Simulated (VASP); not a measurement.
Input of a VASP 6.6.1 run:

INCAR

```
SYSTEM = NbTe
PREC = Accurate ; ENCUT = 520
EDIFF = 1E-6 ; ISMEAR = -1
SIGMA = 0.05 ; LREAL = .False.
LASPH = .True. ; NELM = 60
ALGO = Normal ; ISIF = 2
LWAVE = .False. ; LCHARG = .True.
LELF = .True. ; LVHAR = .True.
NBANDS = 16
```

File KPOINTS:

```
Automatic mesh
0
Gamma
  8 8 7
  0 0 0
```

The input POSCAR:

```
NbTe
1.0
    3.7274981105      0.0000000000      0.0000000000
   -1.8637490552      3.2281080563      0.0000000000
    0.0000000000      0.0000000000      3.7186766865
Te Nb
1 1
Direct
    0.6666666667      0.3333333333      0.0000000000
    0.0000000000      0.0000000000      0.5000000000
```

Potentials or basis: VASP PAW LDA potentials, release 64 (Te, Nb_sv).

The run is started by

```bash
$ cat potpaw_LDA.64/Te/POTCAR potpaw_LDA.64/Nb_sv/POTCAR > POTCAR
$ mpirun -np 1 vasp_std > vasp.out
```

Q: What does it give for the pressure?

A: -9.5 GPa.

Stress tensor (GPa, compression positive):
```
 -9.07   0.00   0.00
  0.00  -9.07   0.00
  0.00   0.00 -10.43
```
